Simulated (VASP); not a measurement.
Wanted: the native input for a VASP 6.6.1 run.

```yaml
Task: single point
Functional: PBE
Potentials_or_basis: VASP PAW PBE potentials, release 64 (Si, Al)
Cutoff: 520 eV
k_mesh: 2 × 2 × 2
Occupations: gaussian, width 0.05 eV
Spin: collinear spin, ferromagnetic start
Starting_moments: "[0.0, 0.0, 0.0, 0.0, 0.0, 0.0, 0.0, 0.0, 0.0, 0.0, 0.0, 0.0, 0.0, 0.0, 0.0, 0.0, 1.0] μB"
Dipole_correction: no
Further_INCAR_settings: LREAL = Auto; ALGO = Normal; EDIFF = 1e-06; NBANDS = 52
```

The structure of AlSi16 (a cell with a defect) lies in POSCAR:

```
AlSi16
1.0
    0.0000000000      5.4300000000      5.4300000000
    5.4300000000      0.0000000000      5.4300000000
    5.4300000000      5.4300000000      0.0000000000
Si Al
16 1
Direct
   -0.0006949191      0.0001342939     -0.0000651739
    0.1200934129      0.1205713319      0.1204683388
   -0.0017042044     -0.0013108180      0.5012268367
    0.1201963212      0.1206934033      0.6381637937
   -0.0017244113      0.5013590872     -0.0013971497
    0.1201686954      0.6383670372      0.1205541316
   -0.0016438329      0.5014627286      0.5013045077
    0.1286226561      0.6237617266      0.6236708570
    0.5008040759     -0.0012889195     -0.0013541664
    0.6375220664      0.1207754651      0.1206642579
    0.5009225377     -0.0012233528      0.5013998882
    0.6233497543      0.1290079384      0.6237108138
    0.5008896755      0.5015243991     -0.0013018752
    0.6233351486      0.6237861720      0.1289391718
    0.4996590351      0.5000831565      0.4999993723
    0.6233745491      0.6237759731      0.6237084643
    1.2493192695      0.2501387774      0.2499517315
```

The input as run:

INCAR

```
ALGO = Normal ; EDIFF = 1E-6
ENCUT = 520 ; GGA = PE
ISIF = 2 ; ISMEAR = 0
ISPIN = 2 ; LASPH = True
LCHARG = True ; LELF = True
LORBIT = 11 ; LREAL = Auto
LVHAR = True ; LWAVE = False
MAGMOM = 0 0 0 0 0 0 0 0 0 0 0 0 0 0 0 0 1 ; NBANDS = 52
NELM = 150 ; PREC = Accurate
SIGMA = 0.05
```

KPOINTS

```
k-points
0
Gamma
  2 2 2
```

Potentials or basis: VASP PAW PBE potentials, release 64 (Si, Al).

Command:

```bash
$ cat potpaw_PBE.64/Si/POTCAR potpaw_PBE.64/Al/POTCAR > POTCAR
$ mpirun -np 1 vasp_std > vasp.out
```

It gave:

```json
{
  "Pressure": "5.4 GPa",
  "Largest force": "0.014 eV/Å",
  "Net moment": "0.01 μB per cell",
  "Valence electrons inside the program's atomic spheres": "Si 1.75, 1.71, 1.67, 1.70; Al 0.84"
}
```

Caveat: the k points lie up to 0.50 Å⁻¹ apart.

It took 12 min on 1 thread of Oxide Virtual Turin-like Processor (shared host), peak memory 0.67 GiB.
